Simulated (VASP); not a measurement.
Ni, 1 atom in the cell. Symmetry: Im-3m, No. 229, cubic system. The conventional cell has a = 2.765 Å, b = 2.765 Å, c = 2.765 Å, α = 90.00°, β = 90.00°, γ = 90.00°. Ni (site symmetry m-3m) has 14 Ni at 2.39 to 2.77 Å within 3.2 Å. This isn't the form of Ni at room conditions, which is fcc.

* Program: VASP 6.6.1
* Task: single point
* Functional: r2SCAN
* Potentials or basis: VASP PAW PBE potentials, release 64 (Ni)
* Cutoff: 520 eV
* k mesh: 20 × 20 × 20
* Occupations: gaussian, width 0.05 eV
* Spin: collinear spin, ferromagnetic start
* Starting moments: [0.75] μB
* Dipole correction: no
* Further INCAR settings: ALGO = Normal; EDIFF = 1e-07; NBANDS = 15

Potentials or basis: VASP PAW PBE potentials, release 64 (Ni).

The run is started by

```console
$ cat potpaw_PBE.64/Ni/POTCAR > POTCAR
$ cp INCAR.step1 INCAR
$ mpirun -np 1 vasp_std > vasp.out
$ cp INCAR.step2 INCAR
$ mpirun -np 1 vasp_std > vasp.out
```

Hardware: 1 thread of Intel(R) Xeon(R) Platinum 8559C (Emerald Rapids) (shared host).

Question: How long does it take, and how much memory?

Answer: Wall time 3.6 min on 1 thread of Intel(R) Xeon(R) Platinum 8559C (Emerald Rapids), with other jobs on the host, peak memory 0.17 GiB. Counts: k points 256.
